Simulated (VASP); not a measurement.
Wanted: the native input for a VASP 6.6.1 run.

| Property | Result |
| --- | --- |
| Task | single point |
| Functional | r2SCAN |
| Potentials or basis | VASP PAW PBE potentials, release 64 (K_sv, F) |
| Cutoff | 520 eV |
| k mesh | 12 × 12 × 4 |
| Occupations | gaussian, width 0.01 eV |
| Spin | no spin polarisation |
| Dipole correction | no |
| Further INCAR settings | ALGO = Normal; EDIFF = 1e-06; NBANDS = 24 |

The system is KF.

```xyz
4
Lattice="3.5377 0.0000 0.0000 -1.7688 3.0637 0.0000 0.0000 0.0000 6.4788" Properties=species:S:1:pos:R:3 pbc="T T T"
K     0.0000    0.0000    0.0000
K     0.0000    0.0000    3.2394
F     0.0000    2.0425    1.6197
F     1.7688    1.0212    4.8591
```

This cell differs from its parent crystal: biaxial xy strain -3.3%.

The input as run:

POSCAR

```
KF
1.0
    3.5376929650      0.0000000000      0.0000000000
   -1.7688464825      3.0637319784      0.0000000000
    0.0000000000      0.0000000000      6.4788134950
K F
2 2
Direct
    0.0000000000      0.0000000000      0.0000000000
    0.0000000000      0.0000000000      0.5000000000
    0.3333333333      0.6666666667      0.2500000000
    0.6666666667      0.3333333333      0.7500000000
```

INCAR.step1

```
ALGO     = Normal         # electronic algorithm
EDIFF    = 1E-4           # SCF threshold, eV
ENCUT    = 520            # plane-wave cutoff, eV
GGA      = PE             # functional
ISMEAR   = 0              # smearing method
LASPH    = True           # aspherical terms in the spheres
LCHARG   = False          # write CHGCAR
LREAL    = False          # projectors in reciprocal space
LWAVE    = True           # write WAVECAR
NBANDS   = 24             # bands
NELM     = 60             # most SCF steps
PREC     = Accurate       # precision mode
SIGMA    = 0.01           # smearing width, eV
```

INCAR.step2

```
ALGO     = Normal         # electronic algorithm
EDIFF    = 1E-6           # SCF threshold, eV
ENCUT    = 520            # plane-wave cutoff, eV
ISIF     = 2              # what is computed and relaxed
ISMEAR   = 0              # smearing method
ISTART   = 1            
LASPH    = True           # aspherical terms in the spheres
LCHARG   = False          # write CHGCAR
LMIXTAU  = True         
LREAL    = False          # projectors in reciprocal space
LWAVE    = False          # write WAVECAR
METAGGA  = R2SCAN         # meta-GGA
NBANDS   = 24             # bands
NELM     = 60             # most SCF steps
PREC     = Accurate       # precision mode
SIGMA    = 0.01           # smearing width, eV
```

KPOINTS

```
k-points
0
Gamma
  12 12 4
```

Potentials or basis: VASP PAW PBE potentials, release 64 (K_sv, F).

Run with:

```bash
$ cat potpaw_PBE.64/K_sv/POTCAR potpaw_PBE.64/F/POTCAR > POTCAR
$ cp INCAR.step1 INCAR
$ mpirun -np 1 vasp_std > vasp.out
$ cp INCAR.step2 INCAR
$ mpirun -np 1 vasp_std > vasp.out
```

It gave:

* Pressure: 2.6 GPa
* Band gap on the k mesh: 7.18 eV

Caveat: the cell differs from its parent crystal (biaxial xy strain -3.3%); the PAW data sets were made with another functional, which shifts forces and pressure a little.

Run time: 8.4 min on 1 thread of Intel Xeon 8259CL, on a shared host, peak memory 0.25 GiB.
